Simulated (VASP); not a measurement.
# Ni (Fm-3m) in VASP: a series of runs

Aim: see how the results for Ni move with the level of theory and the settings. Levels: PBEsol, RPBE+D4. Tasks: single point.

All numbers are computed with VASP 6.6.1; they aren't measurements. Logs are shortened: lines on timing, memory, paths and dates and some standing lists are left out, and cuts for length are marked.

### Step 1. The cell of the first run

It takes space group Fm-3m (No. 225, cubic). Conventional cell: a = 3.463 Å, b = 3.463 Å, c = 3.463 Å, α = 90.00°, β = 90.00°, γ = 90.00°. Within 3.2 Å of Ni (site symmetry m-3m) lie 12 Ni at 2.45 Å.

### Step 2. Single point, PBEsol, collinear spin, ferromagnetic start

Contents of INCAR:

```
PREC = Accurate
ENCUT = 520
EDIFF = 1E-6
ISMEAR = -1
SIGMA = 0.05
LREAL = False
LASPH = True
NELM = 150
ALGO = Normal
ISIF = 2
LWAVE = False
LCHARG = False
ISPIN = 2
MAGMOM = 1
LORBIT = 11
LMAXMIX = 4
GGA = PS
NBANDS = 15
```

Contents of KPOINTS:

```
regular mesh
0
Gamma
  13 13 13
```

Contents of POSCAR:

```
Ni
1.0
    0.0000000000      1.7313576324      1.7313576324
    1.7313576324      0.0000000000      1.7313576324
    1.7313576324      1.7313576324      0.0000000000
Ni
1
Direct
    0.0000000000      0.0000000000      0.0000000000
```

Potentials or basis: VASP PAW PBE potentials, release 64 (Ni).

Run with:

```console
> cat potpaw_PBE.64/Ni/POTCAR > POTCAR
> mpirun -np 1 vasp_std > vasp.out
```

OUTCAR:

```text
PREC = Accurate
   ENCUT = 520
   EDIFF = 1E-6
   ISMEAR = -1
   LREAL = False
   LASPH = True
   NELM = 150
   ISIF = 2
   ISPIN = 2
   LORBIT = 11
   GGA = PS

 ion  position               nearest neighbor table
   1  0.000  0.000  0.000-

  LATTYP: Found a face centered cubic cell.
 ALAT       =     3.4627152648

  Lattice vectors:

 A1 = (   0.0000000000,   1.7313576324,   1.7313576324)
 A2 = (   1.7313576324,   0.0000000000,   1.7313576324)
 A3 = (   1.7313576324,   1.7313576324,   0.0000000000)

Analysis of symmetry for initial positions (statically):
=====================================================================
 Subroutine PRICEL returns:
 Original cell was already a primitive cell.

 Routine SETGRP: Setting up the symmetry group for a
 face centered cubic supercell.

 Subroutine GETGRP returns: Found 48 space group operations
 (whereof 48 operations were pure point group operations)
 out of a pool of 48 trial point group operations.

The static configuration has the point symmetry O_h .

Analysis of symmetry for dynamics (positions and initial velocities):
=====================================================================
 Subroutine PRICEL returns:
 Original cell was already a primitive cell.

 Routine SETGRP: Setting up the symmetry group for a
 face centered cubic supercell.

 Subroutine GETGRP returns: Found 48 space group operations
 (whereof 48 operations were pure point group operations)
 out of a pool of 48 trial point group operations.

The dynamic configuration has the point symmetry O_h .

Analysis of structural, dynamic, and magnetic symmetry:
=====================================================================
 Subroutine PRICEL returns:
 Original cell was already a primitive cell.

 Routine SETGRP: Setting up the symmetry group for a
 face centered cubic supercell.

 Subroutine GETGRP returns: Found 48 space group operations
 (whereof 48 operations were pure point group operations)
 out of a pool of 48 trial point group operations.

The overall configuration has the point symmetry O_h .

 Subroutine INISYM returns: Found 48 space group operations
 (whereof 48 operations are pure point group operations),
 and found     1 'primitive' translations

----------------------------------------------------------------------------------------

                                     Primitive cell

  volume of cell :      10.3798

  direct lattice vectors                    reciprocal lattice vectors
     0.000000000  1.731357632  1.731357632    -0.288790710  0.288790710  0.288790710
     1.731357632  0.000000000  1.731357632     0.288790710 -0.288790710  0.288790710
     1.731357632  1.731357632  0.000000000     0.288790710  0.288790710 -0.288790710

  length of vectors
     2.448509445  2.448509445  2.448509445     0.500200183  0.500200183  0.500200183

  position of ions in fractional coordinates (direct lattice)
     0.000000000  0.000000000  0.000000000

  ion indices of the primitive-cell ions
   primitive index   ion index
                 1           1

----------------------------------------------------------------------------------------

 KPOINTS: regular mesh

Automatic generation of k-mesh.
 Grid dimensions read from file:
 generate k-points for:   13   13   13

 Generating k-lattice:

  Cartesian coordinates                     Fractional coordinates (reciprocal lattice)
    -0.022214670  0.022214670  0.022214670     0.076923077  0.000000000  0.000000000
     0.022214670 -0.022214670  0.022214670     0.000000000  0.076923077  0.000000000
     0.022214670  0.022214670 -0.022214670     0.000000000  0.000000000  0.076923077

  Length of vectors
     0.038476937  0.038476937  0.038476937

  Shift w.r.t. Gamma in fractional coordinates (k-lattice)
     0.000000000  0.000000000  0.000000000

 Subroutine IBZKPT returns following result:
 ===========================================

 Found     84 irreducible k-points:

 Following reciprocal coordinates:
            Coordinates               Weight
  0.000000  0.000000  0.000000      1.000000
  0.076923  0.000000  0.000000      8.000000
  0.153846  0.000000  0.000000      8.000000
  0.230769  0.000000  0.000000      8.000000
  0.307692  0.000000  0.000000      8.000000
  0.384615  0.000000  0.000000      8.000000
[... 16 lines left out ...]
  0.384615  0.153846  0.000000     24.000000
  0.461538  0.153846  0.000000     24.000000
 [... further k-points ...]
   k-points           NKPTS =     84   k-points in BZ     NKDIM =     84   number of bands    NBANDS=     15
   number of dos      NEDOS =    301   number of ions     NIONS =      1
   total plane-waves  NPLWV =   5832
   dimension x,y,z NGX =    18 NGY =   18 NGZ =   18
   dimension x,y,z NGXF=    36 NGYF=   36 NGZF=   36
   ions per type =               1
   NGX,Y,Z   is equivalent  to a cutoff of  12.22, 12.22, 12.22 a.u.
   NGXF,Y,Z  is equivalent  to a cutoff of  24.44, 24.44, 24.44 a.u.
 SYSTEM =  unknown system
   PREC   = accura    normal or accurate (medium, high low for compatibility)
   ISTART =      0    job   : 0-new  1-cont  2-samecut
   ICHARG =      2    charge: 1-file 2-atom 10-const
   ISPIN  =      2    spin polarized calculation?
   LNONCOLLINEAR =      F non collinear calculations
   LSORBIT =      F    spin-orbit coupling
   LASPH  =      T    aspherical Exc in radial PAW
   ENCUT  =  520.0 eV  38.22 Ry    6.18 a.u.   4.55  4.55  4.55*2*pi/ulx,y,z
   NELM   =    150;   NELMIN=  2; NELMDL= -5     # of ELM steps
   EDIFF  = 0.1E-05   stopping-criterion for ELM
   LREAL  =      F    real-space projection
[... 7 lines left out ...]
   TEBEG  =    0.0;   TEEND  =   0.0 temperature during run
   PSTRESS=    0.0 pullay stress
   NELECT =      10.0000    total number of electrons
   NUPDOWN=      -1.0000    fix difference up-down
   EMIN   =  10.00;   EMAX   =-10.00  energy-range for DOS
   EFERMI =   0.00;   METHOD = LEGACY
   ISMEAR =    -1;   SIGMA  =   0.05  broadening in eV -4-tet -1-fermi 0-gaus
   EFERMI_NEDOS =   21; number of points for ismear=-14 and -15
   IALGO  =     38    algorithm
   IMIX   =      4    mixing-type and parameters
     AMIX     =   0.40;   BMIX     =  1.00
     AMIX_MAG =   1.60;   BMIX_MAG =  1.00
  volume/ion in A,a.u.               =      10.38        70.05
  Fermi-wavevector in a.u.,A,eV,Ry     =   1.616881  3.055462 35.569766  2.614304
  Thomas-Fermi vector in A             =   2.711396
   LORBIT       =     11    0 simple, 1 ext, 2 COOP (PROOUT), +10 PAW based schemes
   GGA     = PS    functional components
   LHFCALC =     F    Hartree Fock is set to
   AEXX    =    0.0000 exact exchange contribution
   IVDW    =     0    specifies the selected vdW correction
   LEPSILON=     F    determine dielectric tensor
   LRPA    =     F    only Hartree local field effects (RPA)
 spin polarized calculation
  energy-cutoff  :      520.00
  volume of cell :       10.38
 maximum number of plane-waves:       295
   NGX =  9   NGY =  9   NGZ =  9

 number of electron      10.0000000 magnetization       1.0000000

 number of electron       9.9999994 magnetization       0.6236618

 Free energy of the ion-electron system (eV)
  ---------------------------------------------------
  ext. energy  EPLUGINS =         0.00000000
  ---------------------------------------------------
  free energy    TOTEN  =        -6.14498971 eV

  energy without entropy =       -6.13214011  energy(sigma->0) =       -6.13856491

 E-fermi :   9.8694     XC(G=0): -13.7169

 val. band max:        9.8676843174   @ k =   0.3846   0.3846   0.0000
 cond. band min:       9.8707591317   @ k =   0.3846   0.0769   0.0000
 fundamental gap:      0.0030748143
 Fermi energy:         9.8693798346

 spin component 1

 k-point     1 :       0.0000    0.0000    0.0000
  band No.  band energies     occupation
      1       0.4728      1.00000
      2       7.3208      1.00000
      3       7.3208      1.00000
      4       7.3208      1.00000
      5       8.5710      1.00000
      6       8.5710      1.00000
      7      33.9601      0.00000
      8      38.1719      0.00000
      9      38.1719      0.00000
     10      38.1719      0.00000
     11      41.2531      0.00000
     12      41.2531      0.00000
     13      41.2531      0.00000
     14      44.1658      0.00000
     15      50.9705      0.00000

 k-point     2 :       0.0769    0.0000    0.0000
  band No.  band energies     occupation
      1       0.7121      1.00000
      2       7.2567      1.00000
      3       7.3752      1.00000
      4       7.3752      1.00000
      5       8.5481      1.00000
      6       8.5481      1.00000
      7      33.1482      0.00000
      8      35.8810      0.00000
      9      37.6799      0.00000
     10      37.6799      0.00000
     11      41.9928      0.00000
     12      41.9928      0.00000
     13      42.3445      0.00000
     14      46.2681      0.00000
     15      49.0042      0.00000
[... 365 lines left out ...]
      3       7.2946      1.00000
      4       7.8426      1.00000
      5       9.2016      1.00000
      6       9.5043      0.99933
      7      21.2944      0.00000
      8      30.4025      0.00000
      9      30.7317      0.00000
     10      33.5861      0.00000
     11      43.2210      0.00000
     12      43.8644      0.00000
     13      44.8786      0.00000
     14      49.5830      0.00000
     15      55.3619      0.00000

 k-point    24 :       0.4615    0.1538    0.0000
  band No.  band energies     occupation
      1       5.1166      1.00000
      2       6.8711      1.00000
      3       7.3339      1.00000
      4       7.7489      1.00000
      5       9.3174      0.99998
      6      10.7429      0.00000
      7      18.0728      0.00000
      8      29.1444      0.00000
      9      30.9368      0.00000
     10      33.1196      0.00000
     11      43.2641      0.00000
     12      43.5634      0.00000
     13      46.7250      0.00000
     14      49.9966      0.00000
     15      55.9863      0.00000

 [... further k-points ...]

 spin component 2

 k-point     1 :       0.0000    0.0000    0.0000
  band No.  band energies     occupation
      1       0.4699      1.00000
      2       8.0378      1.00000
      3       8.0378      1.00000
      4       8.0378      1.00000
      5       9.1784      1.00000
      6       9.1784      1.00000
      7      33.8625      0.00000
      8      38.1748      0.00000
      9      38.1748      0.00000
     10      38.1748      0.00000
     11      41.3829      0.00000
     12      41.3829      0.00000
     13      41.3829      0.00000
     14      44.0809      0.00000
     15      51.1786      0.00000

 k-point     2 :       0.0769    0.0000    0.0000
  band No.  band energies     occupation
      1       0.7095      1.00000
      2       7.9660      1.00000
      3       8.0940      1.00000
      4       8.0940      1.00000
      5       9.1543      1.00000
      6       9.1543      1.00000
      7      33.1252      0.00000
      8      35.8720      0.00000
      9      37.7192      0.00000
     10      37.7192      0.00000
     11      42.0790      0.00000
     12      42.0790      0.00000
     13      42.3622      0.00000
     14      46.2460      0.00000
     15      49.1832      0.00000
[... 365 lines left out ...]
      3       7.8947      1.00000
      4       8.4999      1.00000
      5       9.9133      0.29360
      6      10.1151      0.00728
      7      21.5002      0.00000
      8      30.4389      0.00000
      9      30.8320      0.00000
     10      33.6952      0.00000
     11      43.3127      0.00000
     12      43.8653      0.00000
     13      44.9172      0.00000
     14      49.7548      0.00000
     15      56.6394      0.00000

 k-point    24 :       0.4615    0.1538    0.0000
  band No.  band energies     occupation
      1       5.4773      1.00000
      2       7.3032      1.00000
      3       7.9150      1.00000
      4       8.3828      1.00000
      5      10.0554      0.02367
      6      11.2137      0.00000
      7      18.3519      0.00000
      8      29.2068      0.00000
      9      31.0334      0.00000
     10      33.1966      0.00000
     11      43.2767      0.00000
     12      43.6176      0.00000
     13      46.8014      0.00000
     14      50.2473      0.00000
     15      57.3464      0.00000

 [... further k-points ...]
[... 5 lines left out ...]
  --------------------------------------------------------------------------------------
  -------------------------------------------------------------------------------------
  Total       -0.0019459     -0.0019459     -0.0019459     -0.0000000     -0.0000000      0.0000000
  in kB       -0.3003614     -0.3003614     -0.3003614     -0.0000000     -0.0000000      0.0000000
  external PRESSURE =      -0.3003614 kB  Pullay stress =       0.0000000 kB

 VOLUME and BASIS-vectors are now :
 -----------------------------------------------------------------------------
  energy-cutoff  :      520.00
  volume of cell :       10.38
      direct lattice vectors                 reciprocal lattice vectors
     0.000000000  1.731357632  1.731357632    -0.288790710  0.288790710  0.288790710
     1.731357632  0.000000000  1.731357632     0.288790710 -0.288790710  0.288790710
     1.731357632  1.731357632  0.000000000     0.288790710  0.288790710 -0.288790710

 POSITION                                       TOTAL-FORCE (eV/Angst)
 -----------------------------------------------------------------------------------
      0.00000      0.00000      0.00000         0.000000     -0.000000      0.000000
 -----------------------------------------------------------------------------------
    total drift:                                0.000000     -0.000000     -0.000000

  FREE ENERGIE OF THE ION-ELECTRON SYSTEM (eV)
  ---------------------------------------------------
  free  energy   TOTEN  =        -6.1449897064 eV

  energy  without entropy=       -6.1321401101  energy(sigma->0) =       -6.13856491

 total charge

# of ion       s       p       d       tot
------------------------------------------
    1        0.521   0.546   8.334   9.401

 magnetization (x)

# of ion       s       p       d       tot
------------------------------------------
    1       -0.005  -0.023   0.656   0.629
```

Wall time 12 s (1 thread of Intel Xeon 6975P-C (Granite Rapids), shared host); peak memory 0.14 GiB.

Results:

```yaml
Free_energy: -6.1450 eV
Pressure: 0.0 GPa
Net_moment: 0.62 μB per cell
Site_moments: Ni +0.63 μB
Valence_electrons_inside_the_program's_atomic_spheres: Ni 9.40
```

Caveat: the PAW data sets were made with another functional, which shifts forces and pressure a little.

### Step 3. Single point, RPBE+D4, collinear spin, ferromagnetic start

This run uses another cell than the first one, of 10.51 Å³/atom.

Contents of INCAR:

```
PREC = Accurate
ENCUT = 520
EDIFF = 1E-6
ISMEAR = -1
SIGMA = 0.05
LREAL = F
LASPH = T
NELM = 150
ALGO = Normal
ISIF = 2
LWAVE = F
LCHARG = F
ISPIN = 2
MAGMOM = 1
LORBIT = 11
LMAXMIX = 4
GGA = RP
IVDW = 13
NBANDS = 15
```

Contents of KPOINTS:

```
Automatic mesh
0
Gamma
  13 13 13
```

Contents of POSCAR:

```
Ni
1.0
    0.0000000000      1.7384375165      1.7384375165
    1.7384375165      0.0000000000      1.7384375165
    1.7384375165      1.7384375165      0.0000000000
Ni
1
Direct
    0.0000000000      0.0000000000      0.0000000000
```

Potentials or basis: VASP PAW PBE potentials, release 64 (Ni).

Run with:

```console
> cat potpaw_PBE.64/Ni/POTCAR > POTCAR
> mpirun -np 1 vasp_std > vasp.out
```

Wall time 12 s (1 thread of Intel Xeon 6975P-C (Granite Rapids), shared host); peak memory 0.14 GiB.

The run converged. Its results:

| Property | Result |
| --- | --- |
| Free energy | -5.8661 eV |
| Pressure | 0.1 GPa |
| Net moment | 0.62 μB per cell |
| Site moments | Ni +0.63 μB |
| Valence electrons inside the program's atomic spheres | Ni 9.37 |
| Dispersion energy per atom | -0.932 eV |

Levels at points of the mesh, in eV from the Fermi level:
Spin up:
```csv
k point,band 2,band 3,band 4,band 5,band 6,band 7,band 8,band 9
"(0.00, 0.00, 0.00)",-2.54,-2.54,-2.54,-1.31,-1.31,23.97,28.17,28.17
```
Spin down:
```
           k point  band 1  band 2  band 3  band 4  band 5  band 6  band 7  band 8  band 9  band 10
(0.00, 0.00, 0.00)   -9.30   -1.77   -1.77   -1.77   -0.72   -0.72   23.78   28.13   28.13    28.13
```

Caveat: the PAW data sets were made with another functional, which shifts forces and pressure a little.
